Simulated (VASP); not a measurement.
A run of VASP 6.6.1 is set up as follows.

The input POSCAR:

```
Sn
1.0
   -1.7506153354      1.7506153354      1.7506153354
    1.7506153354     -1.7506153354      1.7506153354
    1.7506153354      1.7506153354     -1.7506153354
Sn
1
Direct
    0.0000000000      0.0000000000      0.0000000000
```

The input INCAR.step1:

```
ALGO = Normal
EDIFF = 1E-4
ENCUT = 520
GGA = PE
ISMEAR = -1
LASPH = T
LCHARG = F
LREAL = F
LWAVE = T
NBANDS = 13
NELM = 100
PREC = Accurate
SIGMA = 0.05
```

File INCAR.step2:

```
ALGO = Normal
EDIFF = 1E-7
ENCUT = 520
ISIF = 2
ISMEAR = -1
ISTART = 1
LASPH = T
LCHARG = T
LELF = T
LMIXTAU = T
LREAL = F
LVHAR = T
LWAVE = F
METAGGA = R2SCAN
NBANDS = 13
NELM = 100
PREC = Accurate
SIGMA = 0.05
```

Contents of KPOINTS:

```
k-points
0
Gamma
  10 10 10
```

Potentials or basis: VASP PAW PBE potentials, release 64 (Sn_d).

Command:

```bash
$ cat potpaw_PBE.64/Sn_d/POTCAR > POTCAR
$ cp INCAR.step1 INCAR
$ mpirun -np 1 vasp_std > vasp.out
$ cp INCAR.step2 INCAR
$ mpirun -np 1 vasp_std > vasp.out
```

Predict the band gap on the k mesh.

zero (band 7 reaches 22.35 eV, above the bottom of band 8 at 7.99 eV).

What does it give for the pressure?

20.1 GPa.

Caveat: the PAW data sets were made with another functional, which shifts forces and pressure a little; spin-orbit coupling is left out, which moves the levels of the heavy elements.
